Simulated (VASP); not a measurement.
Here is a VASP 6.6.1 calculation.

Contents of INCAR:

```
SYSTEM = WS2
PREC = Accurate
ENCUT = 520
EDIFF = 1E-6
ISMEAR = 0
SIGMA = 0.02
LREAL = .False.
LASPH = .True.
NELM = 80
ALGO = Normal
ISIF = 2
LWAVE = .False.
LCHARG = .True.
GGA = PS
IVDW = 12
LELF = .True.
LVHAR = .True.
NBANDS = 35
```

File KPOINTS:

```
Automatic mesh
0
Gamma
  12 12 4
  0 0 0
```

The input POSCAR:

```
WS2
1.0
    3.0736594069      0.0000000000      0.0000000000
   -1.5368297035      2.6618671290      0.0000000000
    0.0000000000      0.0000000000     11.3633701429
W S
2 4
Direct
    0.3333333333      0.6666666667      0.2500000000
    0.6666666667      0.3333333333      0.7500000000
    0.3333333333      0.6666666667      0.6112196577
    0.6666666667      0.3333333333      0.1112196577
    0.3333333333      0.6666666667      0.8887803423
    0.6666666667      0.3333333333      0.3887803423
```

Potentials or basis: VASP PAW PBE potentials, release 64 (W_sv, S).

Run with:

```bash
$ cat potpaw_PBE.64/W_sv/POTCAR potpaw_PBE.64/S/POTCAR > POTCAR
$ mpirun -np 1 vasp_std > vasp.out
```

Task: What does it give for the pressure?

Result: 6.0 GPa.

Task: What does it give for the largest force?

Result: 0.020 eV/Å.

Task: Estimate the dispersion energy per atom.

Result: -0.444 eV.

Task: What does it give for the band gap on the k mesh?

Result: 0.41 eV (least direct gap 1.77 eV).

Forces in eV/Å, atoms in the order of the input:
```
W    0.000  0.000  0.000
W    0.000  0.000  0.000
S    0.000  0.000 -0.020
S    0.000  0.000 -0.020
S    0.000  0.000  0.020
S    0.000  0.000  0.020
```

Caveat: the cell stands under pressure; the PAW data sets were made with another functional, which shifts forces and pressure a little; spin-orbit coupling is left out, which moves the levels of the heavy elements. A k mesh can miss the band edges.
